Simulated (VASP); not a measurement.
# Ti7Co6 in VASP: single point with PBEsol

Aim: the single point of Ti7Co6 with PBEsol.

Everything below comes from runs of VASP 6.6.1. Logs are shortened: lines on timing, memory, paths and dates and some standing lists are left out, and cuts for length are marked.

**1. The cell of the first run**

The cell holds a slab with vacuum, 13 atoms: a = 4.156 Å, b = 4.156 Å, c = 25.179 Å, α = 90.00°, β = 90.00°, γ = 120.00°.

**2. Single point, PBEsol, collinear spin, ferromagnetic start**

INCAR reads:

```
SYSTEM = Ti7Co6
PREC = Accurate ; ENCUT = 520
EDIFF = 1E-6 ; ISMEAR = 0
SIGMA = 0.1 ; LREAL = .FALSE.
LASPH = .TRUE. ; NELM = 150
ALGO = Normal ; ISIF = 2
LWAVE = .FALSE. ; LCHARG = .FALSE.
ISPIN = 2 ; MAGMOM = 0 0 0 0 0 0 0 0.75 0.75 0.75 0.75 0.75 0.75
LORBIT = 11 ; LMAXMIX = 4
LDIPOL = .TRUE. ; IDIPOL = 3
DIPOL = 0.5 0.5 0.500 ; GGA = PS
NBANDS = 85 ; KPAR = 4
```

KPOINTS reads:

```
Automatic mesh
0
G
  9 9 1
  0 0 0
```

POSCAR reads:

```
Ti7Co6
1.0
    4.1556612704      0.0000000000      0.0000000000
   -2.0778306352      3.5989082297      0.0000000000
    0.0000000000      0.0000000000     25.1792496564
Ti Co
7 6
Direct
    0.6666666667      0.3333333333      0.2978643169
    0.3333333333      0.6666666667      0.3652428780
    0.0000000000      0.0000000000      0.4326214390
    0.6666666667      0.3333333333      0.5000000000
    0.3333333333      0.6666666667      0.5673785610
    0.0000000000      0.0000000000      0.6347571220
    0.6666666667      0.3333333333      0.7021356831
    0.0000000000      0.0000000000      0.3315535975
    0.6666666667      0.3333333333      0.3989321585
    0.3333333333      0.6666666667      0.4663107195
    0.0000000000      0.0000000000      0.5336892805
    0.6666666667      0.3333333333      0.6010678415
    0.3333333333      0.6666666667      0.6684464025
```

Potentials or basis: VASP PAW PBE potentials, release 64 (Ti_sv, Co).

Run with:

```bash
$ cat potpaw_PBE.64/Ti_sv/POTCAR potpaw_PBE.64/Co/POTCAR > POTCAR
$ mpirun -np 4 vasp_std > vasp.out
```

OUTCAR:

```text
SYSTEM = Ti7Co6
   PREC = Accurate
   ENCUT = 520
   EDIFF = 1E-6
   ISMEAR = 0
   LREAL = .FALSE.
   LASPH = .TRUE.
   NELM = 150
   ISIF = 2
   ISPIN = 2
   LORBIT = 11
   GGA = PS

 ion  position               nearest neighbor table
   1  0.667  0.333  0.298-   8 2.54   8 2.54   8 2.54   9 2.54
   2  0.333  0.667  0.365-  10 2.54   8 2.54   9 2.54   9 2.54   8 2.54   8 2.54   9 2.54
   3  0.000  0.000  0.433-  11 2.54   8 2.54  10 2.54   9 2.54   9 2.54  10 2.54   9 2.54  10 2.54

   4  0.667  0.333  0.500-   9 2.54  12 2.54  11 2.54  10 2.54  10 2.54  11 2.54  11 2.54  10 2.54

   5  0.333  0.667  0.567-  10 2.54  13 2.54  11 2.54  12 2.54  12 2.54  11 2.54  11 2.54  12 2.54

   6  0.000  0.000  0.635-  11 2.54  13 2.54  12 2.54  13 2.54  12 2.54  13 2.54  12 2.54
   7  0.667  0.333  0.702-  13 2.54  13 2.54  13 2.54  12 2.54
   8  0.000  0.000  0.332-   3 2.54   2 2.54   2 2.54   2 2.54   1 2.54   1 2.54   1 2.54   9 2.94
                             9 2.94   9 2.94
   9  0.667  0.333  0.399-   4 2.54   3 2.54   2 2.54   2 2.54   3 2.54   3 2.54   2 2.54   1 2.54
                            10 2.94   8 2.94  10 2.94   8 2.94   8 2.94  10 2.94
  10  0.333  0.667  0.466-   5 2.54   2 2.54   3 2.54   4 2.54   4 2.54   3 2.54   3 2.54   4 2.54
                             9 2.94  11 2.94   9 2.94  11 2.94  11 2.94   9 2.94
  11  0.000  0.000  0.534-   3 2.54   6 2.54   5 2.54   4 2.54   4 2.54   5 2.54   4 2.54   5 2.54
                            10 2.94  12 2.94  12 2.94  10 2.94  10 2.94  12 2.94
  12  0.667  0.333  0.601-   4 2.54   5 2.54   6 2.54   5 2.54   6 2.54   6 2.54   5 2.54   7 2.54
                            11 2.94  13 2.94  13 2.94  11 2.94  11 2.94  13 2.94
  13  0.333  0.667  0.668-   5 2.54   6 2.54   6 2.54   6 2.54   7 2.54   7 2.54   7 2.54  12 2.94
                            12 2.94  12 2.94

  LATTYP: Found a hexagonal cell.
 ALAT       =     4.1556612704
 C/A-ratio  =     6.0590235869

  Lattice vectors:

 A1 = (   4.1556612704,   0.0000000000,   0.0000000000)
 A2 = (  -2.0778306352,   3.5989082297,   0.0000000000)
 A3 = (   0.0000000000,   0.0000000000,  25.1792496564)

Analysis of symmetry for initial positions (statically):
=====================================================================
 Subroutine PRICEL returns:
 Original cell was already a primitive cell.

 Routine SETGRP: Setting up the symmetry group for a
 hexagonal supercell.

 Subroutine GETGRP returns: Found 12 space group operations
 (whereof  6 operations were pure point group operations)
 out of a pool of 24 trial point group operations.

[... 1211 lines left out ...]
 spin component 2

 k-point     1 :       0.0000    0.0000    0.0000
  band No.  band energies     occupation
      1     -54.2034      1.00000
      2     -54.2034      1.00000
      3     -53.8444      1.00000
      4     -53.8223      1.00000
      5     -53.7720      1.00000
      6     -53.7525      1.00000
[... 997 lines left out ...]
     80       3.8635      0.00000
     81       3.8635      0.00000
 [bands above 81 left out]

------------------------ aborting loop because EDIFF is reached ----------------------------------------

 vacuum level on the upper side and lower side of the slab       (xc-potential included)         0.006         0.006

  FORCE on cell =-STRESS in cart. coord.  units (eV):
  Direction    XX          YY          ZZ          XY          YZ          ZX
  --------------------------------------------------------------------------------------
  -------------------------------------------------------------------------------------
  Total       -8.9901401     -8.9901401     -4.5505672     -0.0000000      0.0000000     -0.0000000
  in kB      -38.2492872    -38.2492872    -19.3607608     -0.0000000      0.0000000     -0.0000000
  external PRESSURE =     -31.9531117 kB  Pullay stress =       0.0000000 kB

 VOLUME and BASIS-vectors are now :
 -----------------------------------------------------------------------------
  energy-cutoff  :      520.00
  volume of cell :      376.58
      direct lattice vectors                 reciprocal lattice vectors
     4.155661270  0.000000000  0.000000000     0.240635590  0.138931022  0.000000000
    -2.077830635  3.598908230  0.000000000     0.000000000  0.277862045  0.000000000
     0.000000000  0.000000000 25.179249656     0.000000000  0.000000000  0.039715242

 POSITION                                       TOTAL-FORCE (eV/Angst)
 -----------------------------------------------------------------------------------
      2.07783      1.19964      7.50000        -0.000000      0.000000      0.631261
     -0.00000      2.39927      9.19654         0.000000      0.000000     -0.874354
      0.00000      0.00000     10.89308        -0.000000      0.000000     -0.091462
      2.07783      1.19964     12.58962         0.000000      0.000000     -0.000000
     -0.00000      2.39927     14.28617         0.000000     -0.000000      0.091462
      0.00000      0.00000     15.98271        -0.000000      0.000000      0.874354
      2.07783      1.19964     17.67925         0.000000      0.000000     -0.631261
      0.00000      0.00000      8.34827        -0.000000      0.000000      0.802665
      2.07783      1.19964     10.04481         0.000000     -0.000000     -0.471528
     -0.00000      2.39927     11.74135         0.000000     -0.000000     -0.045662
      0.00000      0.00000     13.43790        -0.000000      0.000000      0.045662
      2.07783      1.19964     15.13444        -0.000000      0.000000      0.471528
     -0.00000      2.39927     16.83098         0.000000      0.000000     -0.802665
 -----------------------------------------------------------------------------------
    total drift:                               -0.000000      0.000000      0.000102

  FREE ENERGIE OF THE ION-ELECTRON SYSTEM (eV)
  ---------------------------------------------------
  free  energy   TOTEN  =      -105.9879059811 eV

  energy  without entropy=     -105.9208206929  energy(sigma->0) =     -105.95436334

 vacuum level on the upper side and lower side of the slab         5.952         5.953

 total charge

# of ion       s       p       d       tot
------------------------------------------
    1        2.233   6.066   1.869  10.167
    2        2.256   6.178   1.882  10.317
    3        2.260   6.199   1.896  10.356
    4        2.259   6.200   1.899  10.358
    5        2.260   6.199   1.896  10.356
    6        2.256   6.178   1.882  10.317
    7        2.233   6.066   1.869  10.167
    8        0.551   0.435   7.322   8.308
    9        0.537   0.493   7.340   8.370
   10        0.545   0.483   7.347   8.375
   11        0.545   0.483   7.347   8.375
   12        0.537   0.493   7.340   8.370
   13        0.551   0.435   7.322   8.308
--------------------------------------------------
tot         19.026  45.907  57.211 122.144

 magnetization (x)

# of ion       s       p       d       tot
------------------------------------------
    1        0.002  -0.001   0.109   0.110
    2       -0.000  -0.004   0.044   0.040
    3       -0.003  -0.009  -0.025  -0.036
    4       -0.003  -0.010  -0.023  -0.036
    5       -0.003  -0.009  -0.025  -0.036
    6       -0.000  -0.004   0.044   0.040
    7        0.002  -0.001   0.109   0.110
    8        0.006   0.002  -0.020  -0.012
    9        0.011  -0.001   0.666   0.676
   10        0.027  -0.009   0.691   0.708
   11        0.027  -0.009   0.691   0.708
   12        0.011  -0.001   0.666   0.676
   13        0.006   0.002  -0.020  -0.012
--------------------------------------------------
tot          0.082  -0.051   2.905   2.935
```

Run time: 22 min. Hardware: 4 MPI ranks of Intel Xeon Platinum 8375C at 2.90GHz (Ice Lake), shared host; peak memory 0.97 GiB.

Results:

| Quantity | Value |
| --- | --- |
| Free energy | -105.9879 eV |
| Largest force | 0.874 eV/Å |
| Net moment | 2.88 μB per cell |
| Site moments | Ti +0.11, +0.04, -0.04 (each value once); Co -0.01, +0.68, +0.71 (each value once) μB |
| Valence electrons inside the program's atomic spheres | Ti 10.17, 10.32, 10.36 (each value once); Co 8.31, 8.37, 8.38 (each value once) |

Forces in eV/Å, atoms in the order of the input:
```
Ti   0.000  0.000  0.631
Ti   0.000  0.000 -0.874
Ti   0.000  0.000 -0.091
Ti   0.000  0.000  0.000
Ti   0.000  0.000  0.091
Ti   0.000  0.000  0.874
Ti   0.000  0.000 -0.631
Co   0.000  0.000  0.803
Co   0.000  0.000 -0.472
Co   0.000  0.000 -0.046
Co   0.000  0.000  0.046
Co   0.000  0.000  0.472
Co   0.000  0.000 -0.803
```

Caveat: the PAW data sets were made with another functional, which shifts forces and pressure a little.
